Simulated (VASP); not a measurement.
# As: single point with PBEsol

The system is As.

```xyz
1
Lattice="0.0000 2.0969 2.0969 2.0969 0.0000 2.0969 2.0969 2.0969 0.0000" Properties=species:S:1:pos:R:3 pbc="T T T"
As    0.0000    0.0000    0.0000
```

This isn't the form of As at room conditions, which is rhombohedral.

| Property | Result |
| --- | --- |
| Program | VASP 6.6.1 |
| Task | single point |
| Functional | PBEsol |
| Potentials or basis | VASP PAW PBE potentials, release 64 (As) |
| Cutoff | 500 eV |
| k mesh | 17 × 17 × 17 |
| Occupations | methfessel-paxton, width 0.1 eV |
| Spin | no spin polarisation |

```json
{
 "Pressure": "0.2 GPa",
 "Band gap on the k mesh": "zero (an odd number of electrons rules out a gap without spin polarisation)"
}
```

Levels at points of the mesh, in eV from the Fermi level:
| k point | band 1 | band 2 | band 3 | band 4 | band 5 | band 6 |
| --- | --- | --- | --- | --- | --- | --- |
| (0.00, 0.00, 0.00) | -15.50 | 5.98 | 5.98 | 5.98 | 12.44 | 12.44 |

Wall time 6 s on 1 thread of Intel(R) Xeon(R) 6975P-C (Granite Rapids), with other jobs on the host, peak memory 0.15 GiB.

Caveat: the PAW data sets were made with another functional, which shifts forces and pressure a little.
